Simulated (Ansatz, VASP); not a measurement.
## AlN: VASP beside Ansatz

```xyz
2
Lattice="0.0000 1.9780 1.9978 1.9780 0.0000 1.9978 1.9780 1.9780 0.0000" Properties=species:S:1:pos:R:3 pbc="T T T"
Al    0.0000    0.0000    0.0000
N     1.9780    1.9780    1.9978
```

Change from the starting cell: zz strain of +1 %, crystal datasets.

Alike in both runs: task electric field gradients; functional LDA; k mesh 12 × 12 × 12; occupations fermi-dirac, width 0.01 eV; no spin polarisation.

|  | VASP | Ansatz |
| --- | --- | --- |
| version | VASP 6.6.1 | Ansatz 0.2.0 |
| potentials or method | VASP PAW LDA potentials, release 64 (Al, N), cutoff 520 eV | all-electron PAW with datasets made for the crystal, scalar-relativistic |

Ansatz gave:

```
gap on the k mesh at the Fermi level (eV)                     : 4.92
pressure (GPa)                                                : 9.3
traceless stress, the component that is largest in VASP (GPa) : -2.43
size of Vzz on the site where it differs most (V/Å²)          : 3.9
```

What did VASP give for the same quantities?

gap on the k mesh at the Fermi level (eV): 4.93; pressure (GPa): 10.1; traceless stress, the component that is largest in VASP (GPa): -2.48; size of Vzz on the site where it differs most (V/Å²): 4.1.

LDA's correlation is that of Perdew and Zunger in VASP and of Perdew and Wang (1992) in Ansatz. Ansatz ran all-electron here, and VASP with PAW potentials.
